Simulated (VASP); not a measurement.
## HfB2: single point with PBE

Crystal: HfB2.

```
CELL_PARAMETERS angstrom
3.15296 0.00000 0.00000
-1.57648 2.73054 0.00000
0.00000 0.00000 3.49884
ATOMIC_POSITIONS crystal
Hf 0.00000 0.00000 0.00000
B 0.33333 0.66667 0.50000
B 0.66667 0.33333 0.50000
```

```
Program             : VASP 6.6.1
Task                : single point
Functional          : PBE
Potentials or basis : VASP PAW PBE potentials, release 64 (Hf_pv, B)
Cutoff              : 500 eV
k mesh              : 11 × 11 × 9
Occupations         : fermi-dirac, width 0.15 eV
Spin                : no spin polarisation
```

| Item | Value |
| --- | --- |
| Pressure | -2.4 GPa |
| Band gap on the k mesh | zero (bands 8 and 9 overlap by 1.29 eV) |

Stress tensor (GPa, compression positive):
```
-2.45  0.00  0.00
 0.00 -2.45  0.00
 0.00  0.00 -2.22
```

Levels at points of the mesh, in eV from the Fermi level:
```tsv
k point	band 4	band 5	band 6	band 7	band 8	band 9	band 10	band 11	band 12	band 13
(0.00, 0.00, 0.00)	-13.65	-2.96	-2.84	-2.84	-2.77	3.98	3.98	4.60	4.60	4.93
```

It took 10 s on 1 thread of Intel(R) Xeon(R) 6975P-C (Granite Rapids), on a shared host, peak memory 0.16 GiB.

Caveat: spin-orbit coupling is left out, which moves the levels of the heavy elements.
